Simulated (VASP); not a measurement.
**MgS: single point with PBEsol**

Crystal: MgS.

```
Mg S
1.0
     4.00834    0.00320   -0.00075
    -2.00146    3.47277    0.00105
    -0.00232    0.00256   12.96043
Mg S
4 4
Direct
  0.98540 0.98119 0.00651
  0.31991 0.64640 0.25746
  0.98727 0.97948 0.50649
  0.65241 0.31502 0.75746
  0.98626 0.98010 0.19585
  0.32085 0.64596 0.44616
  0.98603 0.98144 0.69583
  0.65171 0.31486 0.94618
```

```json
{"Program": "VASP 6.6.1", "Task": "single point", "Functional": "PBEsol", "Potentials or basis": "VASP PAW PBE potentials, release 64 (Mg, S)", "Cutoff": "600 eV", "k mesh": "6 × 6 × 2", "Occupations": "fermi-dirac, width 0.05 eV", "Spin": "no spin polarisation"}
```

* Pressure: -0.1 GPa
* Largest force: 0.003 eV/Å
* Band gap on the k mesh: 3.32 eV

Forces in eV/Å, atoms in the order of the input:
```
Mg   0.000 -0.001  0.001
Mg   0.000  0.001 -0.001
Mg  -0.002  0.001  0.001
Mg   0.001 -0.002  0.000
S    0.000  0.000  0.000
S   -0.002  0.001  0.000
S    0.001 -0.001  0.001
S    0.003  0.000 -0.002
```

Levels at points of the mesh, in eV from the valence-band top:
```csv
k point,band 13,band 14,band 15,band 16,band 17,band 18,band 19,band 20
"(0.00, 0.00, 0.00)",-0.24,-0.07,-0.06,0.00,3.32,4.76,4.82,4.93
"(0.50, 0.00, 0.00)",-0.79,-0.76,-0.49,-0.39,4.00,4.23,5.18,5.34
"(0.00, 0.50, 0.00)",-0.79,-0.76,-0.49,-0.39,4.00,4.23,5.18,5.34
"(0.50, 0.50, 0.00)",-0.80,-0.77,-0.48,-0.40,3.99,4.23,5.17,5.33
"(0.00, 0.00, 0.50)",-0.13,-0.13,-0.12,-0.12,4.00,4.00,4.91,4.91
"(0.50, 0.00, 0.50)",-0.78,-0.78,-0.52,-0.52,4.34,4.34,5.09,5.09
"(0.00, 0.50, 0.50)",-0.78,-0.78,-0.52,-0.52,4.34,4.34,5.09,5.09
"(0.50, 0.50, 0.50)",-0.77,-0.77,-0.53,-0.53,4.33,4.33,5.08,5.08
```

Run time: 5.7 min on 1 thread of Intel Xeon 8259CL (shared host), peak memory 0.43 GiB.

Caveat: the PAW data sets were made with another functional, which shifts forces and pressure a little.
